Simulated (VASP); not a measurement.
Input of a VASP 6.6.1 run:

The input INCAR:

```
SYSTEM = AlNi
ALGO = Fast
EDIFF = 1E-6
EDIFFG = -0.01
ENCUT = 600
IBRION = 2
ISIF = 3
ISMEAR = 0
LASPH = .True.
LCHARG = .False.
LREAL = .False.
LWAVE = .False.
NELM = 60
NSW = 80
PREC = Accurate
SIGMA = 0.1
```

KPOINTS

```
k-points
0
Gamma
  16 16 14
  0 0 0
```

Contents of POSCAR:

```
AlNi
1.0
    1.9386940000     -1.9531901500      0.0000000000
    1.9386940000      1.9531901500      0.0000000000
    0.0000000000      0.0000000000      3.0994300413
Al Ni
1 1
Direct
    0.0000000000      0.0000000000      0.0000000000
    0.5000000000      0.5000000000      0.5000000000
```

Potentials or basis: VASP PAW LDA potentials, release 64 (Al, Ni).

Launch:

```console
$ cat potpaw_LDA.64/Al/POTCAR potpaw_LDA.64/Ni/POTCAR > POTCAR
$ mpirun -np 1 vasp_std > vasp.out
```

Q: What does it give for the space group after relaxing (to 0.1 Å)?

A: Pm-3m (No. 221).

Q: What does it give for the band gap on the k mesh?

A: Zero (an odd number of electrons rules out a gap without spin polarisation).

Q: What does it give for the relaxed volume?

A: 11.38 Å³/atom.

The path:
```tsv
step	energy change (eV)	largest force (eV/Å)	pressure (GPa)	volume (Å³)
1	0.0000	0.0000	-4.88	23.47
2	-0.0186	0.0000	4.79	22.27
3	-0.0209	0.0000	2.12	22.56
4	-0.0378	0.0000	2.04	22.60
5	-0.0522	0.0000	1.30	22.63
6	-0.0559	0.0000	1.19	22.64
7	-0.0559	0.0000	1.05	22.64
8	-0.0561	0.0000	-1.72	22.97
9	-0.0571	0.0000	-0.19	22.81
10	-0.0571	0.0000	-0.46	22.83
11	-0.0571	0.0000	-0.30	22.82
12	-0.0572	0.0000	0.00	22.75
13	-0.0572	0.0000	0.06	22.76
```

Spin polarisation is off, so any magnetic state and its effect on volume and gap are missing.
